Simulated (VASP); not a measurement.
Set up this calculation in VASP 6.6.1, as the native input.

| Item | Value |
| --- | --- |
| Task | relaxation of cell and atoms |
| Functional | PBEsol |
| Potentials or basis | VASP PAW PBE potentials, release 64 (Mg, C) |
| Cutoff | 600 eV |
| k mesh | 4 × 4 × 4 |
| Occupations | methfessel-paxton, width 0.01 eV |
| Spin | no spin polarisation |
| Target pressure | 30 GPa |
| Dipole correction | no |
| Further INCAR settings | ALGO = Normal; EDIFF = 1e-07; IBRION = 2; EDIFFG = -0.03; NSW = 80; ISIF = 3 |

The structure of MgC2 lies in POSCAR:

```
MgC2
1.0
    0.0000000000      2.6200000000      2.6200000000
    2.6200000000      0.0000000000      2.6200000000
    2.6200000000      2.6200000000      0.0000000000
Mg C
1 2
Direct
    0.0000000000      0.0000000000      0.0000000000
    0.2500000000      0.2500000000      0.2500000000
    0.7500000000      0.7500000000      0.7500000000
```

One way to write it, as run:

INCAR

```
  ALGO = Normal
  EDIFF = 1E-7
  EDIFFG = -0.03
  ENCUT = 600
  GGA = PS
  GGA_COMPAT = False
  IBRION = 2
  ISIF = 3
  ISMEAR = 1
  LASPH = True
  LCHARG = False
  LREAL = False
  LWAVE = False
  NELM = 120
  NELMIN = 4
  NSW = 80
  PREC = Accurate
  PSTRESS = 300.0
  SIGMA = 0.01
```

KPOINTS

```
k-points
0
Gamma
  4 4 4
```

Potentials or basis: VASP PAW PBE potentials, release 64 (Mg, C).

Launch:

```bash
$ cat potpaw_PBE.64/Mg/POTCAR potpaw_PBE.64/C/POTCAR > POTCAR
$ mpirun -np 1 vasp_std > vasp.out
```

Results of the run:

| Item | Value |
| --- | --- |
| Relaxed volume | 8.92 Å³/atom |
| Relaxed cell | a = 3.358 Å, b = 3.358 Å, c = 3.358 Å, α = 60.00°, β = 60.00°, γ = 60.00° |
| Space group after relaxing (to 0.1 Å) | Fm-3m (No. 225) |
| Energy change on relaxing (the run minimises the enthalpy) | +90.3 meV/atom |
| Ionic steps | 4 |
| Pressure after relaxing | 30.0 GPa |
| Band gap on the k mesh | zero (bands 5 and 6 overlap by 0.67 eV) |

Caveat: the k points lie up to 0.57 Å⁻¹ apart in the final cell, too coarse for converged energies and pressures of a metal; the cell is relaxed towards a set pressure, so the run minimises the enthalpy, not the energy; the volume moved by over 15 % at a fixed basis, so the end points are rough; the PAW data sets were made with another functional, which shifts forces and pressure a little.

Wall time 29 s on 1 thread of Intel(R) Xeon(R) Platinum 8375C CPU @ 2.90GHz (Ice Lake), with other jobs on the host, peak memory 0.17 GiB.
